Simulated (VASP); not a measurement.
# Hf (Im-3m) in VASP: further runs

The runs below take Hf through single point, with PBE.

All numbers are computed with VASP 6.6.1; they aren't measurements. Logs are shortened: lines on timing, memory, paths and dates and some standing lists are left out, and cuts for length are marked.

## Step 1: The cell of the first run

It takes space group Im-3m (No. 229, cubic). The conventional cell has a = 3.397 Å, b = 3.397 Å, c = 3.397 Å, α = 90.00°, β = 90.00°, γ = 90.00°. Within 3.9 Å of Hf (site symmetry m-3m) lie 14 Hf at 2.94 to 3.40 Å.

## Step 2: Single point, PBE (volume scaled by 0.88)

File INCAR:

```
SYSTEM = Hf
PREC = Accurate ; ENCUT = 520
EDIFF = 1E-6 ; ISMEAR = 0
SIGMA = 0.1 ; LREAL = .FALSE.
LASPH = .TRUE. ; NELM = 80
ALGO = Normal ; ISIF = 2
LWAVE = .FALSE. ; LCHARG = .FALSE.
GGA = PE ; NBANDS = 11
```

File KPOINTS:

```
regular mesh
0
G
  16 16 16
  0 0 0
```

File POSCAR:

```
Hf
1.0
   -1.6983787747      1.6983787747      1.6983787747
    1.6983787747     -1.6983787747      1.6983787747
    1.6983787747      1.6983787747     -1.6983787747
Hf
1
Direct
    0.0000000000      0.0000000000      0.0000000000
```

Potentials or basis: VASP PAW PBE potentials, release 64 (Hf_pv).

Started as:

```sh
> cat potpaw_PBE.64/Hf_pv/POTCAR > POTCAR
> mpirun -np 1 vasp_std > vasp.out
```

OUTCAR:

```text
SYSTEM = Hf
   PREC = Accurate
   ENCUT = 520
   EDIFF = 1E-6
   ISMEAR = 0
   LREAL = .FALSE.
   LASPH = .TRUE.
   NELM = 80
   ISIF = 2
   GGA = PE

 ion  position               nearest neighbor table
   1  0.000  0.000  0.000-

  LATTYP: Found a body centered cubic cell.
 ALAT       =     3.3967575494

  Lattice vectors:

 A1 = (  -1.6983787747,   1.6983787747,   1.6983787747)
 A2 = (   1.6983787747,  -1.6983787747,   1.6983787747)
 A3 = (   1.6983787747,   1.6983787747,  -1.6983787747)

Analysis of symmetry for initial positions (statically):
=====================================================================
 Subroutine PRICEL returns:
 Original cell was already a primitive cell.

 Routine SETGRP: Setting up the symmetry group for a
 body centered cubic supercell.

 Subroutine GETGRP returns: Found 48 space group operations
 (whereof 48 operations were pure point group operations)
 out of a pool of 48 trial point group operations.

The static configuration has the point symmetry O_h .

Analysis of symmetry for dynamics (positions and initial velocities):
=====================================================================
 Subroutine PRICEL returns:
 Original cell was already a primitive cell.

 Routine SETGRP: Setting up the symmetry group for a
 body centered cubic supercell.

 Subroutine GETGRP returns: Found 48 space group operations
 (whereof 48 operations were pure point group operations)
 out of a pool of 48 trial point group operations.

The dynamic configuration has the point symmetry O_h .

 Subroutine INISYM returns: Found 48 space group operations
 (whereof 48 operations are pure point group operations),
 and found     1 'primitive' translations

----------------------------------------------------------------------------------------

                                     Primitive cell

  volume of cell :      19.5958

  direct lattice vectors                    reciprocal lattice vectors
    -1.698378775  1.698378775  1.698378775     0.000000000  0.294398404  0.294398404
     1.698378775 -1.698378775  1.698378775     0.294398404  0.000000000  0.294398404
     1.698378775  1.698378775 -1.698378775     0.294398404  0.294398404  0.000000000

  length of vectors
     2.941678328  2.941678328  2.941678328     0.416342215  0.416342215  0.416342215

  position of ions in fractional coordinates (direct lattice)
     0.000000000  0.000000000  0.000000000

  ion indices of the primitive-cell ions
   primitive index   ion index
                 1           1

[... 78 lines left out ...]
   ISYM   =      2    0-nonsym 1-usesym 2-fastsym
   POTIM  = 0.5000    time-step for ionic-motion
   TEBEG  =    0.0;   TEEND  =   0.0 temperature during run
   PSTRESS=    0.0 pullay stress
   NELECT =      10.0000    total number of electrons
   NUPDOWN=      -1.0000    fix difference up-down
   EMIN   =  10.00;   EMAX   =-10.00  energy-range for DOS
   EFERMI =   0.00;   METHOD = LEGACY
   ISMEAR =     0;   SIGMA  =   0.10  broadening in eV -4-tet -1-fermi 0-gaus
   EFERMI_NEDOS =   21; number of points for ismear=-14 and -15
   IALGO  =     38    algorithm
   IMIX   =      4    mixing-type and parameters
     AMIX     =   0.40;   BMIX     =  1.00
     AMIX_MAG =   1.60;   BMIX_MAG =  1.00
  volume/ion in A,a.u.               =      19.60       132.24
  Fermi-wavevector in a.u.,A,eV,Ry     =   1.308239  2.472212 23.286210  1.711488
  Thomas-Fermi vector in A             =   2.438919
   LORBIT       =      0    0 simple, 1 ext, 2 COOP (PROOUT), +10 PAW based schemes
   GGA     = PE    functional components
   LHFCALC =     F    Hartree Fock is set to
   AEXX    =    0.0000 exact exchange contribution
   IVDW    =     0    specifies the selected vdW correction
   LEPSILON=     F    determine dielectric tensor
   LRPA    =     F    only Hartree local field effects (RPA)
 non-spin polarized calculation
 Gauss-broadening in eV      SIGMA  =   0.10
  energy-cutoff  :      520.00
  volume of cell :       19.60
 maximum number of plane-waves:       543
 NGX is ok and might be reduce to    24
   NGX = 11   NGY = 11   NGZ = 11

 number of electron      10.0000001 magnetization

 Free energy of the ion-electron system (eV)
  ---------------------------------------------------
  ext. energy  EPLUGINS =         0.00000000
  ---------------------------------------------------
  free energy    TOTEN  =        -9.63250419 eV

  energy without entropy =       -9.62472608  energy(sigma->0) =       -9.62861513

 E-fermi :   5.5056     XC(G=0): -11.8997

 val. band max:        5.4930990144   @ k =  -0.4375   0.4375   0.1250
 cond. band min:       5.5113236363   @ k =  -0.3125   0.3125   0.0625
 fundamental gap:      0.0182246220
 Fermi energy:         5.5056478471

 k-point     1 :       0.0000    0.0000    0.0000
  band No.  band energies     occupation
      1     -23.8052      2.00000
      2     -23.8052      2.00000
      3     -23.8052      2.00000
      4      -1.9347      2.00000
      5       7.1303      0.00000
      6       7.1303      0.00000
      7       7.1303      0.00000
      8      10.3087      0.00000
      9      10.3087      0.00000
     10      19.2530      0.00000
     11      19.4441      0.00000
[... 309 lines left out ...]
 k-point    24 :       0.2500    0.1875    0.0000
  band No.  band energies     occupation
      1     -24.7986      2.00000
      2     -24.2139      2.00000
      3     -23.9148      2.00000
      4       2.2683      2.00000
      5       4.8926      2.00000
      6       5.5330      0.69867
      7       9.6532      0.00000
      8      11.2653      0.00000
      9      12.9731      0.00000
     10      18.0987      0.00000
     11      19.2700      0.00000

 [... further k-points ...]

------------------------ aborting loop because EDIFF is reached ----------------------------------------

  FORCE on cell =-STRESS in cart. coord.  units (eV):
  Direction    XX          YY          ZZ          XY          YZ          ZX
  --------------------------------------------------------------------------------------
  -------------------------------------------------------------------------------------
  Total        1.9121948      1.9121948      1.9121948      0.0000000     -0.0000000     -0.0000000
  in kB      156.3432244    156.3432244    156.3432244      0.0000000     -0.0000000     -0.0000000
  external PRESSURE =     156.3432244 kB  Pullay stress =       0.0000000 kB

 VOLUME and BASIS-vectors are now :
 -----------------------------------------------------------------------------
  energy-cutoff  :      520.00
  volume of cell :       19.60
      direct lattice vectors                 reciprocal lattice vectors
    -1.698378775  1.698378775  1.698378775     0.000000000  0.294398404  0.294398404
     1.698378775 -1.698378775  1.698378775     0.294398404  0.000000000  0.294398404
     1.698378775  1.698378775 -1.698378775     0.294398404  0.294398404  0.000000000

 POSITION                                       TOTAL-FORCE (eV/Angst)
 -----------------------------------------------------------------------------------
      0.00000      0.00000      0.00000         0.000000      0.000000      0.000000
 -----------------------------------------------------------------------------------
    total drift:                               -0.000000      0.000000      0.000000

  FREE ENERGIE OF THE ION-ELECTRON SYSTEM (eV)
  ---------------------------------------------------
  free  energy   TOTEN  =        -9.6325041883 eV

  energy  without entropy=       -9.6247260798  energy(sigma->0) =       -9.62861513
```

OSZICAR:

```text
N       E                     dE             d eps       ncg     rms          rms(c)
DAV:   1     0.132330930367E+02    0.13233E+02   -0.57527E+03  3198   0.850E+02
DAV:   2    -0.948634026581E+01   -0.22719E+02   -0.21998E+02  4003   0.157E+02
DAV:   3    -0.990183676943E+01   -0.41550E+00   -0.41271E+00  3970   0.147E+01
DAV:   4    -0.990307468087E+01   -0.12379E-02   -0.12377E-02  3610   0.988E-01
DAV:   5    -0.990307988697E+01   -0.52061E-05   -0.52064E-05  3927   0.576E-02    0.474E+01
DAV:   6    -0.970381979138E+01    0.19926E+00   -0.16124E-01  3604   0.304E+00    0.281E+01
DAV:   7    -0.963590172706E+01    0.67918E-01   -0.25152E-01  3646   0.366E+00    0.119E+00
DAV:   8    -0.963246310104E+01    0.34386E-02   -0.15835E-02  3520   0.933E-01    0.301E-01
DAV:   9    -0.963250202378E+01   -0.38923E-04   -0.34513E-04  4025   0.138E-01    0.376E-02
DAV:  10    -0.963250425426E+01   -0.22305E-05   -0.19210E-05  3630   0.344E-02    0.209E-02
DAV:  11    -0.963250418832E+01    0.65939E-07   -0.25057E-06  3640   0.119E-02
   1 F= -.96325042E+01 E0= -.96286151E+01  d E =-.777811E-02
```

Wall time 12 s (1 thread of Intel Xeon Platinum 8488C (Sapphire Rapids), shared host); peak memory 0.16 GiB.

What came out:

```
Free energy            : -9.6325 eV
Pressure               : 15.6 GPa
Band gap on the k mesh : zero (band 5 reaches 7.13 eV, above the bottom of band 6 at 4.63 eV)
```

Levels at points of the mesh, in eV from the Fermi level:
```csv
k point,band 3,band 4,band 5,band 6,band 7,band 8
"(0.00, 0.00, 0.00)",-29.31,-7.44,1.62,1.62,1.62,4.80
"(0.50, 0.00, 0.00)",-29.32,-3.80,-0.75,1.67,4.72,5.86
"(0.50, 0.50, 0.50)",-30.18,-3.19,-3.19,7.84,7.84,7.84
```

Caveat: spin-orbit coupling is left out, which moves the levels of the heavy elements.

## Step 3: Single point, PBE (volume scaled by 0.91)

File INCAR:

```
PREC = Accurate ; ENCUT = 520
EDIFF = 1E-6 ; ISMEAR = 0
SIGMA = 0.1 ; LREAL = F
LASPH = T ; NELM = 100
ALGO = Normal ; ISIF = 2
LWAVE = F ; LCHARG = F
GGA = PE ; NBANDS = 11
```

File KPOINTS:

```
Automatic mesh
0
Gamma
  16 16 16
```

File POSCAR:

```
Hf
1.0
   -1.7174632796      1.7174632796      1.7174632796
    1.7174632796     -1.7174632796      1.7174632796
    1.7174632796      1.7174632796     -1.7174632796
Hf
1
Direct
    0.0000000000      0.0000000000      0.0000000000
```

Potentials or basis: VASP PAW PBE potentials, release 64 (Hf_pv).

Started as:

```sh
> cat potpaw_PBE.64/Hf_pv/POTCAR > POTCAR
> mpirun -np 1 vasp_std > vasp.out
```

OUTCAR:

```text
PREC = Accurate
   ENCUT = 520
   EDIFF = 1E-6
   ISMEAR = 0
   LREAL = F
   LASPH = T
   NELM = 100
   ISIF = 2
   GGA = PE

 ion  position               nearest neighbor table
   1  0.000  0.000  0.000-

  LATTYP: Found a body centered cubic cell.
 ALAT       =     3.4349265592

  Lattice vectors:

 A1 = (  -1.7174632796,   1.7174632796,   1.7174632796)
 A2 = (   1.7174632796,  -1.7174632796,   1.7174632796)
 A3 = (   1.7174632796,   1.7174632796,  -1.7174632796)

Analysis of symmetry for initial positions (statically):
=====================================================================
 Subroutine PRICEL returns:
 Original cell was already a primitive cell.

 Routine SETGRP: Setting up the symmetry group for a
 body centered cubic supercell.

 Subroutine GETGRP returns: Found 48 space group operations
 (whereof 48 operations were pure point group operations)
 out of a pool of 48 trial point group operations.

The static configuration has the point symmetry O_h .

Analysis of symmetry for dynamics (positions and initial velocities):
=====================================================================
 Subroutine PRICEL returns:
 Original cell was already a primitive cell.

 Routine SETGRP: Setting up the symmetry group for a
 body centered cubic supercell.

 Subroutine GETGRP returns: Found 48 space group operations
 (whereof 48 operations were pure point group operations)
 out of a pool of 48 trial point group operations.

The dynamic configuration has the point symmetry O_h .

 Subroutine INISYM returns: Found 48 space group operations
 (whereof 48 operations are pure point group operations),
 and found     1 'primitive' translations

----------------------------------------------------------------------------------------

                                     Primitive cell

  volume of cell :      20.2639

[... 111 lines left out ...]
   GGA     = PE    functional components
   LHFCALC =     F    Hartree Fock is set to
   AEXX    =    0.0000 exact exchange contribution
   IVDW    =     0    specifies the selected vdW correction
   LEPSILON=     F    determine dielectric tensor
   LRPA    =     F    only Hartree local field effects (RPA)
 non-spin polarized calculation
 Gauss-broadening in eV      SIGMA  =   0.10
  energy-cutoff  :      520.00
  volume of cell :       20.26
 maximum number of plane-waves:       564
 NGX is ok and might be reduce to    24
   NGX = 11   NGY = 11   NGZ = 11

 number of electron      10.0000002 magnetization

 Free energy of the ion-electron system (eV)
  ---------------------------------------------------
  ext. energy  EPLUGINS =         0.00000000
  ---------------------------------------------------
  free energy    TOTEN  =        -9.68760346 eV

  energy without entropy =       -9.68024062  energy(sigma->0) =       -9.68392204

 E-fermi :   5.2643     XC(G=0): -11.7407

 val. band max:        5.2521540358   @ k =   0.3125   0.2500   0.0000
 cond. band min:       5.2660909073   @ k =  -0.4375  -0.4375   0.1250
 fundamental gap:      0.0139368715
 Fermi energy:         5.2642530927

 k-point     1 :       0.0000    0.0000    0.0000
  band No.  band energies     occupation
      1     -24.1810      2.00000
      2     -24.1810      2.00000
      3     -24.1810      2.00000
      4      -2.0807      2.00000
      5       6.8663      0.00000
      6       6.8663      0.00000
      7       6.8663      0.00000
      8       9.9407      0.00000
      9       9.9407      0.00000
     10      19.0326      0.00000
     11      19.0326      0.00000
[... 309 lines left out ...]
 k-point    24 :       0.2500    0.1875    0.0000
  band No.  band energies     occupation
      1     -25.0727      2.00000
      2     -24.5480      2.00000
      3     -24.2789      2.00000
      4       2.0412      2.00000
      5       4.6923      2.00000
      6       5.2898      0.71769
      7       9.3039      0.00000
      8      10.8326      0.00000
      9      12.4620      0.00000
     10      17.4492      0.00000
     11      18.9042      0.00000

 [... further k-points ...]

------------------------ aborting loop because EDIFF is reached ----------------------------------------

  FORCE on cell =-STRESS in cart. coord.  units (eV):
  Direction    XX          YY          ZZ          XY          YZ          ZX
  --------------------------------------------------------------------------------------
  -------------------------------------------------------------------------------------
  Total        1.3709228      1.3709228      1.3709228     -0.0000000     -0.0000000      0.0000000
  in kB      108.3929963    108.3929963    108.3929963     -0.0000000     -0.0000000      0.0000000
  external PRESSURE =     108.3929963 kB  Pullay stress =       0.0000000 kB

 VOLUME and BASIS-vectors are now :
 -----------------------------------------------------------------------------
  energy-cutoff  :      520.00
  volume of cell :       20.26
      direct lattice vectors                 reciprocal lattice vectors
    -1.717463280  1.717463280  1.717463280     0.000000000  0.291127039  0.291127039
     1.717463280 -1.717463280  1.717463280     0.291127039  0.000000000  0.291127039
     1.717463280  1.717463280 -1.717463280     0.291127039  0.291127039  0.000000000

 POSITION                                       TOTAL-FORCE (eV/Angst)
 -----------------------------------------------------------------------------------
      0.00000      0.00000      0.00000        -0.000000      0.000000      0.000000
 -----------------------------------------------------------------------------------
    total drift:                                0.000000      0.000000     -0.000000

  FREE ENERGIE OF THE ION-ELECTRON SYSTEM (eV)
  ---------------------------------------------------
  free  energy   TOTEN  =        -9.6876034577 eV

  energy  without entropy=       -9.6802406206  energy(sigma->0) =       -9.68392204
```

Run time: 12 s. Hardware: 1 thread of Intel Xeon Platinum 8488C (Sapphire Rapids), shared host; peak memory 0.16 GiB.

What came out:

- Free energy: -9.6876 eV
- Pressure: 10.8 GPa
- Band gap on the k mesh: zero (band 5 reaches 6.87 eV, above the bottom of band 6 at 4.43 eV)

Caveat: spin-orbit coupling is left out, which moves the levels of the heavy elements.

(Continued in part 2 of 3.)
